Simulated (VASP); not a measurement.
# Si8PO16 (a cell with a defect) in VASP: relaxation of the atoms with PBE

Aim: the relaxation of the atoms of Si8PO16 (a cell with a defect) with PBE.

All numbers are computed with VASP 6.6.1; they aren't measurements. Logs are shortened: lines on timing, memory, paths and dates and some standing lists are left out, and cuts for length are marked.

## (1) The cell of the first run

The cell holds a defect, 25 atoms: a = 7.041 Å, b = 7.041 Å, c = 6.950 Å, α = 90.00°, β = 90.00°, γ = 90.00°.

## (2) Relaxation of the atoms, PBE, collinear spin

INCAR reads:

```
PREC = Accurate
ENCUT = 520
EDIFF = 1E-6
ISMEAR = -1
SIGMA = 0.02
LREAL = Auto
LASPH = True
NELM = 150
ALGO = Normal
ISIF = 2
LWAVE = False
LCHARG = False
ISPIN = 2
MAGMOM = 0 0 0 0 0 0 0 0 0 0 0 0 0 0 0 0 0 0 0 0 0 0 0 0 1
LORBIT = 11
GGA = PE
IBRION = 2
NSW = 45
EDIFFG = -0.08
```

KPOINTS reads:

```
regular mesh
0
Gamma
  1 1 1
```

POSCAR reads:

```
Si8PO16
1.0
   -4.9790000000     -4.9790000000      0.0000000000
    4.9790000000     -4.9790000000      0.0000000000
    0.0000000000      0.0000000000      6.9500000000
Si O P
8 16 1
Direct
    0.1998300000      0.5000000000      0.0000000000
    0.0000000000      0.1998300000      0.2500000000
    0.8001700000      0.5000000000      0.5000000000
    0.0000000000      0.8001700000      0.7500000000
    0.6998300000      0.0000000000      0.0000000000
    0.5000000000      0.6998300000      0.2500000000
    0.3001700000      0.0000000000      0.5000000000
    0.5000000000      0.3001700000      0.7500000000
    0.3278200000      0.5672600000      0.1785200000
    0.9327400000      0.3278200000      0.4285200000
    0.6721800000      0.4327400000      0.6785200000
    0.0672600000      0.6721800000      0.9285200000
    0.9327400000      0.6721800000      0.5714800000
    0.6721800000      0.5672600000      0.3214800000
    0.0672600000      0.3278200000      0.0714800000
    0.3278200000      0.4327400000      0.8214800000
    0.8278200000      0.0672600000      0.1785200000
    0.4327400000      0.8278200000      0.4285200000
    0.1721800000      0.9327400000      0.6785200000
    0.5672600000      0.1721800000      0.9285200000
    0.4327400000      0.1721800000      0.5714800000
    0.1721800000      0.0672600000      0.3214800000
    0.5672600000      0.8278200000      0.0714800000
    0.8278200000      0.9327400000      0.8214800000
    0.2498544000      0.0553984000      0.9886428000
```

Potentials or basis: VASP PAW PBE potentials, release 64 (Si, O, P).

On the command line:

```bash
> cat potpaw_PBE.64/Si/POTCAR potpaw_PBE.64/O/POTCAR potpaw_PBE.64/P/POTCAR > POTCAR
> mpirun -np 1 vasp_gam > vasp.out
```

OUTCAR:

```text
PREC = Accurate
   ENCUT = 520
   EDIFF = 1E-6
   ISMEAR = -1
   LREAL = Auto
   LASPH = True
   NELM = 150
   ISIF = 2
   ISPIN = 2
   LORBIT = 11
   GGA = PE
   IBRION = 2
   NSW = 45
   EDIFFG = -0.08

 ion  position               nearest neighbor table
   1  0.200  0.500  0.000-   9 1.60  16 1.60  15 1.61  12 1.61   2 3.08   4 3.08   6 3.08   8 3.08

   2  0.000  0.200  0.250-  10 1.60  15 1.60  17 1.61  22 1.61  25 2.73   3 3.08   5 3.08   7 3.08
                             1 3.08
   3  0.800  0.500  0.500-  11 1.60  14 1.60  13 1.61  10 1.61   2 3.08   4 3.08   6 3.08   8 3.08
[... 12 lines left out ...]
  10  0.933  0.328  0.429-   2 1.60   3 1.61
  11  0.672  0.433  0.679-   3 1.60   8 1.61
  12  0.067  0.672  0.929-   4 1.60   1 1.61
  13  0.933  0.672  0.571-   4 1.60   3 1.61
  14  0.672  0.567  0.321-   3 1.60   6 1.61
  15  0.067  0.328  0.071-   2 1.60   1 1.61  25 2.38
  16  0.328  0.433  0.821-   1 1.60   8 1.61
  17  0.828  0.067  0.179-   5 1.60   2 1.61
  18  0.433  0.828  0.429-   6 1.60   7 1.61
  19  0.172  0.933  0.679-   7 1.60   4 1.61  25 2.39
  20  0.567  0.172  0.929-   8 1.60   5 1.61  25 2.42
  21  0.433  0.172  0.571-   8 1.60   7 1.61
  22  0.172  0.067  0.321-   7 1.60   2 1.61  25 2.38
  23  0.567  0.828  0.071-   6 1.60   5 1.61
  24  0.828  0.933  0.821-   5 1.60   4 1.61
  25  0.250  0.055  0.989-  22 2.38  15 2.38  19 2.39  20 2.42   2 2.73   8 2.97   4 3.01

  LATTYP: Found a simple tetragonal cell.
 ALAT       =     7.0413693271
 C/A-ratio  =     0.9870239263

  Lattice vectors:

 A1 = (  -4.9790000000,  -4.9790000000,   0.0000000000)
 A2 = (   4.9790000000,  -4.9790000000,   0.0000000000)
 A3 = (   0.0000000000,   0.0000000000,   6.9500000000)

Analysis of symmetry for initial positions (statically):
=====================================================================
 Subroutine PRICEL returns:
 Original cell was already a primitive cell.

 Routine SETGRP: Setting up the symmetry group for a
 simple tetragonal supercell.

 Subroutine GETGRP returns: Found  1 space group operations
 (whereof  1 operations were pure point group operations)
 out of a pool of 16 trial point group operations.

The static configuration has the point symmetry C_1 .

Analysis of symmetry for dynamics (positions and initial velocities):
=====================================================================
 Subroutine PRICEL returns:
 Original cell was already a primitive cell.

 Routine SETGRP: Setting up the symmetry group for a
 simple tetragonal supercell.

 Subroutine GETGRP returns: Found  1 space group operations
 (whereof  1 operations were pure point group operations)
 out of a pool of 16 trial point group operations.

The dynamic configuration has the point symmetry C_1 .

Analysis of structural, dynamic, and magnetic symmetry:
=====================================================================
 Subroutine PRICEL returns:
 Original cell was already a primitive cell.

 Routine SETGRP: Setting up the symmetry group for a
 simple tetragonal supercell.

 Subroutine GETGRP returns: Found  1 space group operations
 (whereof  1 operations were pure point group operations)
 out of a pool of 16 trial point group operations.

The overall configuration has the point symmetry C_1 .

 Subroutine INISYM returns: Found  1 space group operations
 (whereof  1 operations are pure point group operations),
 and found     1 'primitive' translations

----------------------------------------------------------------------------------------

                                     Primitive cell

  volume of cell :     344.5871

  direct lattice vectors                    reciprocal lattice vectors
    -4.979000000 -4.979000000  0.000000000    -0.100421771 -0.100421771  0.000000000
[... 102 lines left out ...]
   ISPIN  =      2    spin polarized calculation?
   LNONCOLLINEAR =      F non collinear calculations
   LSORBIT =      F    spin-orbit coupling
   LASPH  =      T    aspherical Exc in radial PAW
   ENCUT  =  520.0 eV  38.22 Ry    6.18 a.u.  13.09 13.09 12.92*2*pi/ulx,y,z
   NELM   =    150;   NELMIN=  2; NELMDL= -5     # of ELM steps
   EDIFF  = 0.1E-05   stopping-criterion for ELM
   LREAL  =      T    real-space projection
   EDIFFG = -.8E-01   stopping-criterion for IOM
   NSW    =     45    number of steps for IOM
   IBRION =      2    ionic relax: 0-MD 1-quasi-New 2-CG
   NFREE  =      1    steps in history (QN), initial steepest desc. (CG)
   ISIF   =      2    stress and relaxation
   ISYM   =      2    0-nonsym 1-usesym 2-fastsym
   POTIM  = 0.5000    time-step for ionic-motion
   TEBEG  =    0.0;   TEEND  =   0.0 temperature during run
   PSTRESS=    0.0 pullay stress
   NELECT =     133.0000    total number of electrons
   NUPDOWN=      -1.0000    fix difference up-down
   EMIN   =  10.00;   EMAX   =-10.00  energy-range for DOS
   EFERMI =   0.00;   METHOD = LEGACY
   ISMEAR =    -1;   SIGMA  =   0.02  broadening in eV -4-tet -1-fermi 0-gaus
   EFERMI_NEDOS =   21; number of points for ismear=-14 and -15
   IALGO  =     38    algorithm
   IMIX   =      4    mixing-type and parameters
     AMIX     =   0.40;   BMIX     =  1.00
     AMIX_MAG =   1.60;   BMIX_MAG =  1.00
  volume/ion in A,a.u.               =      13.78        93.02
  Fermi-wavevector in a.u.,A,eV,Ry     =   1.191953  2.252464 19.330495  1.420751
  Thomas-Fermi vector in A             =   2.328002
   LORBIT       =     11    0 simple, 1 ext, 2 COOP (PROOUT), +10 PAW based schemes
   GGA     = PE    functional components
   LHFCALC =     F    Hartree Fock is set to
   AEXX    =    0.0000 exact exchange contribution
   IVDW    =     0    specifies the selected vdW correction
   LEPSILON=     F    determine dielectric tensor
   LRPA    =     F    only Hartree local field effects (RPA)
 conjugate gradient relaxation of ions
 spin polarized calculation
  energy-cutoff  :      520.00
  volume of cell :      344.59
 maximum number of plane-waves:      4633
 NGX is ok and might be reduce to    54
   NGX = 27   NGY = 27   NGZ = 25

--------------------------------------- Ionic step        1  -------------------------------------------

 number of electron     132.9999961 magnetization       1.0161445

 Free energy of the ion-electron system (eV)
  ---------------------------------------------------
  ext. energy  EPLUGINS =         0.00000000
  ---------------------------------------------------
  free energy    TOTEN  =      -187.82946718 eV

  energy without entropy =     -187.82758630  energy(sigma->0) =     -187.82852674

------------------------ aborting loop because EDIFF is reached ----------------------------------------

  FORCE on cell =-STRESS in cart. coord.  units (eV):
  Direction    XX          YY          ZZ          XY          YZ          ZX
  --------------------------------------------------------------------------------------
  -------------------------------------------------------------------------------------
  Total       21.4602455     24.3958374     19.4215905      3.0350835      3.3310212      0.8361121
  in kB       99.7806241    113.4298246     90.3017824     14.1117923     15.4877714      3.8875502
  external PRESSURE =     101.1707437 kB  Pullay stress =       0.0000000 kB
[... 158 lines left out ...]
  FREE ENERGIE OF THE ION-ELECTRON SYSTEM (eV)
  ---------------------------------------------------
  free  energy   TOTEN  =      -188.4684752460 eV

  energy  without entropy=     -188.4684752460  energy(sigma->0) =     -188.46847525

[... ionic steps 4 to 29 ...]

--------------------------------------- Ionic step       30  -------------------------------------------

 number of electron     133.0000008 magnetization       1.0000000

------------------------ aborting loop because EDIFF is reached ----------------------------------------
[... 113 lines left out ...]
--------------------------------------- Ionic step       32  -------------------------------------------

 number of electron     133.0000007 magnetization       1.0000000

 Free energy of the ion-electron system (eV)
  ---------------------------------------------------
  ext. energy  EPLUGINS =         0.00000000
  ---------------------------------------------------
  free energy    TOTEN  =      -189.81402798 eV

  energy without entropy =     -189.81402798  energy(sigma->0) =     -189.81402798

 E-fermi :   4.0931     XC(G=0):  -8.8261

 val. band max:        3.6221601668   @ k =   0.0000   0.0000   0.0000
 cond. band min:       5.1922214183   @ k =   0.0000   0.0000   0.0000
 fundamental gap:      1.5700612515
 Fermi energy:         4.0930734241

 spin component 1

 k-point     1 :       0.0000    0.0000    0.0000
  band No.  band energies     occupation
      1     -19.0130      1.00000
      2     -18.3585      1.00000
      3     -17.8746      1.00000
      4     -17.8271      1.00000
      5     -17.7288      1.00000
      6     -17.7052      1.00000
[... 70 lines left out ...]
     77       9.9641      0.00000
     78      10.2068      0.00000
 Fermi energy:         4.0930734241

 spin component 2

 k-point     1 :       0.0000    0.0000    0.0000
  band No.  band energies     occupation
      1     -18.9729      1.00000
      2     -18.3297      1.00000
      3     -17.8668      1.00000
      4     -17.8184      1.00000
      5     -17.7205      1.00000
      6     -17.6957      1.00000
[... 70 lines left out ...]
     77      10.0099      0.00000
     78      10.2122      0.00000
 [bands above 78 left out]

------------------------ aborting loop because EDIFF is reached ----------------------------------------

  FORCE on cell =-STRESS in cart. coord.  units (eV):
  Direction    XX          YY          ZZ          XY          YZ          ZX
  --------------------------------------------------------------------------------------
  -------------------------------------------------------------------------------------
  Total        8.4135771      6.7880334      6.2666513      0.0373426      4.2059206      0.1885060
  in kB       39.1194023     31.5613450     29.1371493      0.1736267     19.5556654      0.8764693
  external PRESSURE =      33.2726322 kB  Pullay stress =       0.0000000 kB
[... 40 lines left out ...]
  FREE ENERGIE OF THE ION-ELECTRON SYSTEM (eV)
  ---------------------------------------------------
  free  energy   TOTEN  =      -189.8140279826 eV

  energy  without entropy=     -189.8140279825  energy(sigma->0) =     -189.81402798

 reached required accuracy - stopping structural energy minimisation

 total charge

# of ion       s       p       d       tot
------------------------------------------
    1        0.641   0.991   0.000   1.633
    2        0.642   0.985   0.000   1.628
    3        0.639   0.969   0.000   1.608
    4        0.625   0.929   0.000   1.554
    5        0.644   0.985   0.000   1.629
    6        0.641   0.983   0.000   1.624
[... 17 lines left out ...]
   24        1.557   3.669   0.000   5.226
   25        1.133   1.323   0.000   2.456
--------------------------------------------------
tot         31.064  67.997   0.000  99.061

 magnetization (x)

# of ion       s       p       d       tot
------------------------------------------
    1       -0.000   0.000   0.000   0.000
    2       -0.000  -0.000   0.000  -0.000
    3       -0.000   0.000   0.000   0.000
    4       -0.002  -0.004   0.000  -0.006
    5       -0.000   0.000   0.000  -0.000
    6       -0.000   0.000   0.000   0.000
[... 17 lines left out ...]
   24        0.000   0.008   0.000   0.008
   25        0.014   0.391   0.000   0.405
--------------------------------------------------
tot          0.016   0.496   0.000   0.512
```

It took 40 min on 1 thread of Intel Xeon Platinum 8259CL at 2.50GHz (Skylake/Cascade Lake), shared host; peak memory 0.52 GiB.

Results:

| Quantity | Value |
| --- | --- |
| Free energy | -189.8140 eV |
| Energy gained by relaxing | 79.4 meV/atom |
| Ionic steps | 32 |
| Pressure after relaxing | 3.3 GPa |
| Largest force after relaxing | 0.057 eV/Å |
| Net moment | 1.00 μB per cell |
| Site moments | Si +0.00, -0.00, -0.01 (each value once); O +0.00, -0.00, +0.01, +0.03, +0.04, +0.02 (each value once); P +0.41 μB |
| Valence electrons inside the program's atomic spheres | Si 1.63, 1.61, 1.55, 1.62, 1.64, 1.60 (each value once); O 5.23, 5.22, 5.25, 5.24, 5.21, 5.19 (each value once); P 2.46 |

Forces in eV/Å, atoms in the order of the input:
```
Si   0.024  0.014 -0.012
Si  -0.001  0.005  0.011
Si  -0.028 -0.003  0.008
Si  -0.002  0.004 -0.007
Si  -0.002 -0.016 -0.006
Si   0.032  0.010  0.009
Si   0.002  0.010 -0.001
Si   0.004  0.023  0.003
O    0.022 -0.007 -0.017
O   -0.027  0.011 -0.005
O   -0.014 -0.012  0.001
O    0.008  0.003  0.012
O   -0.018  0.012  0.006
O   -0.027 -0.020 -0.003
O   -0.011 -0.026 -0.009
O    0.012  0.022  0.005
O    0.008 -0.014 -0.040
O   -0.015 -0.024  0.008
O    0.024 -0.001 -0.042
O    0.017 -0.012 -0.012
O    0.023  0.006  0.010
O   -0.003 -0.018 -0.004
O   -0.005 -0.003  0.057
O    0.003 -0.004  0.012
P   -0.028  0.039  0.016
```

The path:
| step | energy change (eV) | largest force (eV/Å) | pressure (GPa) |
| --- | --- | --- | --- |
| 1 | 0.0000 | 2.9021 | 10.12 |
| 2 | -0.5883 | 3.1465 | 8.72 |
| 3 | -0.6390 | 2.3485 | 8.91 |
| 4 | -1.1032 | 1.4153 | 7.46 |
| 5 | -1.2100 | 1.6676 | 6.52 |
| 6 | -1.3749 | 1.0456 | 5.79 |
| 7 | -1.3911 | 1.0136 | 5.52 |
| 8 | -1.4820 | 0.9475 | 5.10 |
| 9 | -1.5187 | 0.9442 | 4.67 |
| 10 | -1.5920 | 0.7709 | 4.35 |
| 11 | -1.6218 | 0.8005 | 4.02 |
| 12 | -1.6990 | 0.6666 | 3.74 |
| 13 | -1.7501 | 0.9200 | 3.28 |
| 14 | -1.8116 | 0.7632 | 3.00 |
| 15 | -1.8133 | 0.7351 | 2.95 |
| 16 | -1.8428 | 0.3824 | 2.96 |
| 17 | -1.8498 | 0.4559 | 2.98 |
| 18 | -1.8734 | 0.3211 | 3.01 |
| 19 | -1.8915 | 0.5148 | 3.09 |
| 20 | -1.9112 | 0.4815 | 3.14 |
| 21 | -1.9183 | 0.4855 | 3.18 |
| 22 | -1.9354 | 0.4211 | 3.22 |
| 23 | -1.9531 | 0.4106 | 3.33 |
| 24 | -1.9655 | 0.2026 | 3.35 |
| 25 | -1.9658 | 0.1866 | 3.36 |
| 26 | -1.9718 | 0.1416 | 3.34 |
| 27 | -1.9756 | 0.1973 | 3.31 |
| 28 | -1.9794 | 0.1340 | 3.30 |
| 29 | -1.9801 | 0.1652 | 3.29 |
| 30 | -1.9828 | 0.0987 | 3.30 |
| 31 | -1.9833 | 0.1110 | 3.31 |
| 32 | -1.9846 | 0.0573 | 3.33 |

Final structure:
```
Si O P
1.0
    -4.97900   -4.97900    0.00000
     4.97900   -4.97900    0.00000
     0.00000    0.00000    6.95000
Si O P
8 16 1
Direct
  0.19186 0.49560 0.00676
  0.99505 0.19312 0.26469
  0.80839 0.50918 0.50492
  0.99400 0.80651 0.77053
  0.70128 0.00493 0.00359
  0.50800 0.69507 0.24686
  0.32224 0.00513 0.48708
  0.50523 0.30972 0.75903
  0.32494 0.56849 0.18419
  0.93452 0.31952 0.45030
  0.66478 0.45682 0.67915
  0.03189 0.63882 0.92820
  0.94473 0.68353 0.57045
  0.68635 0.56400 0.31150
  0.05639 0.32772 0.08800
  0.32619 0.44012 0.82516
  0.82756 0.05041 0.19541
  0.44997 0.82433 0.43316
  0.17267 0.94451 0.66276
  0.59991 0.20320 0.94383
  0.44952 0.17534 0.57323
  0.18250 0.06049 0.31085
  0.56069 0.83267 0.06774
  0.80015 0.92837 0.80677
  0.21103 0.01781 0.91447
```

Caveat: the k points lie up to 0.90 Å⁻¹ apart, too coarse for converged energies, forces and pressures; the relaxation stopped at a loose force limit of 0.08 eV/Å, so its end isn't a converged minimum.
